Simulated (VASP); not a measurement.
# WC (Fm-3m) in VASP: further runs, part 2 of 2

VASP 6.6.1.

### 3 Single point, r2SCAN

This run uses another cell than the first one, of 10.33 Å³/atom.

File POSCAR:

```
WC
1.0
    0.0000000000      2.1779675566      2.1779675566
    2.1779675566      0.0000000000      2.1779675566
    2.1779675566      2.1779675566      0.0000000000
W C
1 1
Direct
    0.0000000000      0.0000000000      0.0000000000
    0.5000000000      0.5000000000      0.5000000000
```

File INCAR.step1:

```
SYSTEM = WC
  PREC = Accurate
  ENCUT = 1430
  ISMEAR = -1
  SIGMA = 0.1
  LREAL = .FALSE.
  LASPH = .TRUE.
  NELM = 120
  NBANDS = 16
  GGA = PE
  ALGO = Normal
  EDIFF = 1E-5
  LWAVE = .TRUE.
  LCHARG = .FALSE.
  GGA_COMPAT = .FALSE.
```

File INCAR.step2:

```
SYSTEM = WC
  PREC = Accurate
  ENCUT = 1430
  EDIFF = 1E-6
  ISMEAR = -1
  SIGMA = 0.1
  LREAL = .FALSE.
  LASPH = .TRUE.
  NELM = 120
  ALGO = Normal
  ISIF = 2
  LWAVE = .FALSE.
  LCHARG = .FALSE.
  METAGGA = R2SCAN
  LMIXTAU = .TRUE.
  NBANDS = 16
  ISTART = 1
  GGA_COMPAT = .FALSE.
```

File KPOINTS:

```
Automatic mesh
0
G
  11 11 11
  0 0 0
```

Potentials or basis: VASP PAW PBE potentials, release 64 (W_sv, C_h).

Launch:

```
cat potpaw_PBE.64/W_sv/POTCAR potpaw_PBE.64/C_h/POTCAR > POTCAR
cp INCAR.step1 INCAR
mpirun -np 1 vasp_std > vasp.out
cp INCAR.step2 INCAR
mpirun -np 1 vasp_std > vasp.out
```

OUTCAR:

```text
SYSTEM = WC
   PREC = Accurate
   ENCUT = 1430
   EDIFF = 1E-6
   ISMEAR = -1
   LREAL = .FALSE.
   LASPH = .TRUE.
   NELM = 120
   ISIF = 2
   METAGGA = R2SCAN
   ISTART = 1

 ion  position               nearest neighbor table
   1  0.000  0.000  0.000-   2 2.18   2 2.18   2 2.18   2 2.18   2 2.18   2 2.18
   2  0.500  0.500  0.500-   1 2.18   1 2.18   1 2.18   1 2.18   1 2.18   1 2.18

  LATTYP: Found a face centered cubic cell.
 ALAT       =     4.3559351132

  Lattice vectors:

 A1 = (   0.0000000000,   2.1779675566,   2.1779675566)
 A2 = (   2.1779675566,   0.0000000000,   2.1779675566)
 A3 = (   2.1779675566,   2.1779675566,   0.0000000000)

Analysis of symmetry for initial positions (statically):
=====================================================================
 Subroutine PRICEL returns:
 Original cell was already a primitive cell.

 Routine SETGRP: Setting up the symmetry group for a
 face centered cubic supercell.

 Subroutine GETGRP returns: Found 48 space group operations
 (whereof 48 operations were pure point group operations)
 out of a pool of 48 trial point group operations.

The static configuration has the point symmetry O_h .

Analysis of symmetry for dynamics (positions and initial velocities):
=====================================================================
 Subroutine PRICEL returns:
 Original cell was already a primitive cell.

 Routine SETGRP: Setting up the symmetry group for a
 face centered cubic supercell.

 Subroutine GETGRP returns: Found 48 space group operations
 (whereof 48 operations were pure point group operations)
 out of a pool of 48 trial point group operations.

The dynamic configuration has the point symmetry O_h .

 Subroutine INISYM returns: Found 48 space group operations
 (whereof 48 operations are pure point group operations),
 and found     1 'primitive' translations

----------------------------------------------------------------------------------------

                                     Primitive cell

[... 104 lines left out ...]
   EFERMI =   0.00;   METHOD = LEGACY
   ISMEAR =    -1;   SIGMA  =   0.10  broadening in eV -4-tet -1-fermi 0-gaus
   EFERMI_NEDOS =   21; number of points for ismear=-14 and -15
   IALGO  =     38    algorithm
   IMIX   =      4    mixing-type and parameters
     AMIX     =   0.40;   BMIX     =  1.00
     AMIX_MAG =   1.60;   BMIX_MAG =  1.00
  volume/ion in A,a.u.               =      10.33        69.72
  Fermi-wavevector in a.u.,A,eV,Ry     =   1.563523  2.954630 33.260857  2.444604
  Thomas-Fermi vector in A             =   2.666282
   LORBIT       =      0    0 simple, 1 ext, 2 COOP (PROOUT), +10 PAW based schemes
   METAGGA = R2SCAN    functional components
   LHFCALC =     F    Hartree Fock is set to
   AEXX    =    0.0000 exact exchange contribution
   IVDW    =     0    specifies the selected vdW correction
   LEPSILON=     F    determine dielectric tensor
   LRPA    =     F    only Hartree local field effects (RPA)
 non-spin polarized calculation
  energy-cutoff  :     1430.00
  volume of cell :       20.66
 maximum number of plane-waves:      2637
 NGX is ok and might be reduce to    40
   NGX = 19   NGY = 19   NGZ = 19

 number of electron      18.0000000 magnetization

 Free energy of the ion-electron system (eV)
  ---------------------------------------------------
  ext. energy  EPLUGINS =         0.00000000
  ---------------------------------------------------
  free energy    TOTEN  =       -60.64091620 eV

  energy without entropy =      -60.60210038  energy(sigma->0) =      -60.62150829

 E-fermi :  13.0639     XC(G=0): -14.9853

 val. band max:       13.0423871204   @ k =  -0.2727   0.4545   0.1818
 cond. band min:      13.1034665299   @ k =   0.4545   0.0909   0.0000
 fundamental gap:      0.0610794095
 Fermi energy:        13.0638725253

 k-point     1 :       0.0000    0.0000    0.0000
  band No.  band energies     occupation
      1     -64.3963      2.00000
      2     -27.7291      2.00000
      3     -27.7291      2.00000
      4     -27.7291      2.00000
      5      -3.8424      2.00000
      6      10.1310      2.00000
[... 433 lines left out ...]
      3     -27.8800      2.00000
      4     -27.7604      2.00000
      5      -1.6024      2.00000
      6       5.6776      2.00000
[... 8 lines left out ...]
     15      26.6755      0.00000
     16      27.7444      0.00000

 [... further k-points ...]
[... 5 lines left out ...]
  --------------------------------------------------------------------------------------
  -------------------------------------------------------------------------------------
  Total        0.5423876      0.5423876      0.5423876      0.0000000      0.0000000      0.0000000
  in kB       42.0567869     42.0567869     42.0567869      0.0000000      0.0000000      0.0000000
  external PRESSURE =      42.0567869 kB  Pullay stress =       0.0000000 kB

 VOLUME and BASIS-vectors are now :
 -----------------------------------------------------------------------------
  energy-cutoff  :     1430.00
  volume of cell :       20.66
      direct lattice vectors                 reciprocal lattice vectors
     0.000000000  2.177967557  2.177967557    -0.229571831  0.229571831  0.229571831
     2.177967557  0.000000000  2.177967557     0.229571831 -0.229571831  0.229571831
     2.177967557  2.177967557  0.000000000     0.229571831  0.229571831 -0.229571831

 POSITION                                       TOTAL-FORCE (eV/Angst)
 -----------------------------------------------------------------------------------
      0.00000      0.00000      0.00000        -0.000000     -0.000000      0.000000
      2.17797      2.17797      2.17797         0.000000      0.000000     -0.000000
 -----------------------------------------------------------------------------------
    total drift:                                0.000000     -0.000000     -0.000000

  FREE ENERGIE OF THE ION-ELECTRON SYSTEM (eV)
  ---------------------------------------------------
  free  energy   TOTEN  =       -60.6409162024 eV

  energy  without entropy=      -60.6021003775  energy(sigma->0) =      -60.62150829
```

OSZICAR.step1:

```text
N       E                     dE             d eps       ncg     rms          rms(c)
DAV:   1     0.177027870281E+03    0.17703E+03   -0.17063E+04  1792   0.262E+03
DAV:   2    -0.182843154984E+02   -0.19531E+03   -0.18782E+03  2208   0.520E+02
DAV:   3    -0.249946139558E+02   -0.67103E+01   -0.66336E+01  2024   0.781E+01
DAV:   4    -0.250479561225E+02   -0.53342E-01   -0.53331E-01  2256   0.779E+00
DAV:   5    -0.250482812539E+02   -0.32513E-03   -0.32513E-03  2008   0.626E-01    0.320E+01
DAV:   6    -0.216510182230E+02    0.33973E+01   -0.83372E+00  2456   0.278E+01    0.833E+00
DAV:   7    -0.215887253206E+02    0.62293E-01   -0.50375E-01  1792   0.602E+00    0.649E+00
DAV:   8    -0.215630940976E+02    0.25631E-01   -0.75887E-02  2088   0.259E+00    0.136E+00
DAV:   9    -0.215615490399E+02    0.15451E-02   -0.28221E-03  1920   0.540E-01    0.924E-02
DAV:  10    -0.215615016531E+02    0.47387E-04   -0.38802E-04  2216   0.218E-01    0.147E-02
DAV:  11    -0.215615049859E+02   -0.33328E-05   -0.72855E-06  1320   0.299E-02
   1 F= -.21561505E+02 E0= -.21541266E+02  d E =-.404788E-01
```

Run time: 3.1 min. Hardware: 1 thread of AMD EPYC 9R45 (Zen 5), shared host; peak memory 0.3 GiB.

What came out:

```
Free energy            : -60.6409 eV
Pressure               : 4.2 GPa
Band gap on the k mesh : zero (bands 9 and 10 overlap by 3.31 eV)
```

Levels at points of the mesh, in eV from the Fermi level:
```csv
k point,band 7,band 8,band 9,band 10,band 11,band 12
"(0.00, 0.00, 0.00)",-2.93,-2.93,-1.21,-1.21,-1.21,-1.06
```

Caveat: the cell stands under pressure; the PAW data sets were made with another functional, which shifts forces and pressure a little; spin-orbit coupling is left out, which moves the levels of the heavy elements.

The gap in the log of VASP goes by the Fermi energy; the results here count the filled bands.